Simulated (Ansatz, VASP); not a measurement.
One calculation of SnW, two programs

```
Sn W
1.0
     1.72384   -5.22313    0.00000
     1.72384    5.22313    0.00000
     0.00000    0.00000    4.44418
Sn W
2 2
Direct
  0.84430 0.15570 0.75000
  0.15570 0.84430 0.25000
  0.56695 0.43305 0.75000
  0.43305 0.56695 0.25000
```

Alike in both runs: functional PBE; k mesh 14 × 14 × 10; occupations gaussian, width 0.1 eV; no spin polarisation.

Ansatz relaxed the structure, and its values are those at the end. VASP's run is a single point on that final structure, the one shown.

```csv
,VASP,Ansatz
version,VASP 6.6.1,Ansatz 0.2.0
potentials or method,"VASP PAW PBE potentials, release 64 (Sn_d, W_sv), cutoff 520 eV","scalar-relativistic, plane waves, PAW"
valence electrons in the cell,56,56
```

|  | VASP | Ansatz | Ansatz less VASP |
| --- | --- | --- | --- |
| gap on the k mesh at the Fermi level (eV) | none | none | - |
| pressure (GPa) | 0.1 | 0.0 | -0.12 |
| rms of the force components (eV/Å) | 0.009 | 0.001 | -0.0085 |

A gap of «none» marks a metal or a gap that the smearing closes.

Spin-orbit coupling is off throughout.
